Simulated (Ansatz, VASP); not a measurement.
Pt: VASP beside Ansatz

```xyz
6
Lattice="1.9579 -1.9579 0.0000 1.9579 0.0000 -1.9579 11.2957 11.2957 11.2957" Properties=species:S:1:pos:R:3 pbc="T T T"
Pt    3.2630   -0.6528   -0.6528
Pt    7.1788    7.1788    7.1788
Pt    3.2630    1.3051    1.3051
Pt    7.1788    3.2630    3.2630
Pt    3.2630    3.2630    3.2630
Pt    7.1788    5.2209    5.2209
```

Alike in both runs: task single point; functional PBEsol; k mesh 19 × 19 × 4; occupations gaussian, width 0.15 eV; no spin polarisation.

|  | VASP | Ansatz |
| --- | --- | --- |
| version | VASP 6.6.1 | Ansatz 0.2.0 |
| potentials or method | VASP PAW PBE potentials, release 64 (Pt), cutoff 520 eV | scalar-relativistic, plane waves, PAW |
| valence electrons in the cell | 60 | 108 |

|  | VASP | Ansatz | Ansatz less VASP |
| --- | --- | --- | --- |
| gap on the k mesh at the Fermi level (eV) | none | none | - |
| rms of the force components (eV/Å) | 0.076 | 0.081 | +0.0053 |

VASP's potentials were made for PBE, not for PBEsol. Atom by atom the forces differ by 0.007 eV/Å (rms over components). A gap of «none» marks a metal or a gap that the smearing closes. VASP's potentials hold 60 valence electrons a cell and Ansatz's 108, so a difference there can come from the potentials and not from the codes.

Neither program's run includes spin-orbit coupling.
